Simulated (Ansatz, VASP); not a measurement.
**SiO2: VASP beside Ansatz**

Contents of INCAR:

```
SYSTEM = SiO2
ALGO = Normal
EDIFF = 1E-7
ENCUT = 520
GGA = PE
ISIF = 2
ISMEAR = 0
LASPH = .True.
LCHARG = .False.
LREAL = .False.
LWAVE = .False.
NBANDS = 25
NELM = 60
PREC = Accurate
SIGMA = 0.05
```

KPOINTS

```
k-points
0
Gamma
  6 6 8
  0 0 0
```

Contents of POSCAR:

```
SiO2
1.0
    4.2041000000      0.0000000000      0.0000000000
    0.0000000000      4.2041000000      0.0000000000
    0.0000000000      0.0000000000      2.3670000000
Si O
2 4
Direct
    0.5000000000      0.5000000000      0.5000000000
    0.0000000000      0.0000000000      0.0000000000
    0.6930127928      0.6930127928      0.0000000000
    0.1930127928      0.8069872072      0.5000000000
    0.3069872072      0.3069872072      0.0000000000
    0.8069872072      0.1930127928      0.5000000000
```

Input for Ansatz:

```yaml
crystal:
  lattice:
    - [4.2041, 0.0, 0.0]
    - [0.0, 4.2041, 0.0]
    - [0.0, 0.0, 2.367]
  atoms:
    - { symbol: Si, position: [0.5, 0.5, 0.5] }
    - { symbol: Si, position: [0.0, 0.0, 0.0] }
    - { symbol: O, position: [0.6930127928, 0.6930127928, 0.0] }
    - { symbol: O, position: [0.1930127928, 0.8069872072, 0.5] }
    - { symbol: O, position: [0.3069872072, 0.3069872072, 0.0] }
    - { symbol: O, position: [0.8069872072, 0.1930127928, 0.5] }
basis:
  ecutwfc: 520.0
kpoints:
  mp_grid: { grid: [6, 6, 8] }
hamiltonian:
  xc: pbe
  pseudopotentials: { kind: paw, azcp: { folder: soft_1 } }
scf:
  occupations: { method: gaussian, width: 0.05 }
output:
  forces: true
  stress: true
  eigenvalues: true
```

Alike in both runs: task single point; functional PBE; k mesh 6 × 6 × 8; occupations gaussian, width 0.05 eV; no spin polarisation.

|  | VASP | Ansatz |
| --- | --- | --- |
| version | VASP 6.6.1 | Ansatz 0.2.0 |
| potentials or method | VASP PAW PBE potentials, release 64 (Si, O), cutoff 520 eV | scalar-relativistic, plane waves, PAW |
| valence electrons in the cell | 32 | 32 |

Ansatz gave:

```
gap on the k mesh at the Fermi level (eV) : 7.78
least direct gap on the mesh (eV)         : 7.78
rms of the force components (eV/Å)        : 0.459
```

Problem. Which values does VASP return?

Solution. gap on the k mesh at the Fermi level (eV): 7.75; least direct gap on the mesh (eV): 7.75; rms of the force components (eV/Å): 0.495.

Atom by atom the forces differ by 0.036 eV/Å (rms over components). With one functional, cell and mesh, what is left measures potentials, basis and numerics.
